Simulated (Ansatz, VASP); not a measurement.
LiF in VASP and in Ansatz

```
CELL_PARAMETERS angstrom
2.54674 0.00000 0.00000
0.00000 2.54674 0.00000
0.00000 0.00000 2.55953
ATOMIC_POSITIONS crystal
Li 0.00000 0.00000 0.00000
F 0.50000 0.50000 0.50000
```

Change from the starting cell: strain -0.0050 x Voigt [1, 1, 0, 0, 0, 0], atoms carried along.

Alike in both runs: task single point; functional LDA; k mesh 10 × 10 × 10; occupations gaussian, width 0.05 eV; no spin polarisation.

```csv
,VASP,Ansatz
version,VASP 6.6.1,Ansatz 0.2.0
potentials or method,"VASP PAW LDA potentials, release 64 (Li_sv, F), cutoff 520 eV","scalar-relativistic, plane waves, PAW"
valence electrons in the cell,10,10
```

|  | VASP | Ansatz | Ansatz less VASP |
| --- | --- | --- | --- |
| gap on the k mesh at the Fermi level (eV) | 7.37 | 7.38 | +0.004 |
| least direct gap on the mesh (eV) | 8.06 | 8.07 | +0.004 |

LDA's correlation is that of Perdew and Zunger in VASP and of Perdew and Wang (1992) in Ansatz.

Noted on VASP's run: the cutoff is short for stress, so the pressure is rough.
